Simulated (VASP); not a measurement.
## CdS (Hawleyite): single point with LDA

CdS (Hawleyite):

```xyz
2
Lattice="0.0000 2.9123 2.9123 2.9123 0.0000 2.9123 2.9123 2.9123 0.0000" Properties=species:S:1:pos:R:3 pbc="T T T"
Cd    0.0000    0.0000    0.0000
S     1.4561    1.4561    1.4561
```

| Item | Value |
| --- | --- |
| Program | VASP 6.6.1 |
| Task | single point |
| Functional | LDA |
| Potentials or basis | VASP PAW LDA potentials, release 64 (Cd, S) |
| Cutoff | 520 eV |
| k mesh | 8 × 8 × 8 |
| Occupations | gaussian, width 0.02 eV |
| Spin | no spin polarisation |
| Dipole correction | no |
| Further INCAR settings | ALGO = Normal; EDIFF = 1e-07; NBANDS = 16 |

| Property | Result |
| --- | --- |
| Pressure | -1.7 GPa |
| Band gap on the k mesh | 0.90 eV, direct |

Levels at points of the mesh, in eV from the valence-band top:
| k point | band 5 | band 6 | band 7 | band 8 | band 9 | band 10 | band 11 | band 12 | band 13 | band 14 |
| --- | --- | --- | --- | --- | --- | --- | --- | --- | --- | --- |
| (0.00, 0.00, 0.00) | -7.30 | -7.30 | 0.00 | 0.00 | 0.00 | 0.90 | 6.36 | 6.36 | 6.36 | 11.10 |
| (0.50, 0.00, 0.00) | -7.26 | -6.91 | -4.54 | -0.78 | -0.78 | 2.79 | 6.84 | 6.84 | 7.24 | 10.77 |
| (0.50, 0.50, 0.00) | -7.21 | -6.85 | -4.07 | -1.94 | -1.94 | 3.30 | 4.17 | 8.97 | 10.57 | 10.57 |

It took 21 s on 1 thread of Intel Xeon 8259CL, on a shared host, peak memory 0.16 GiB.
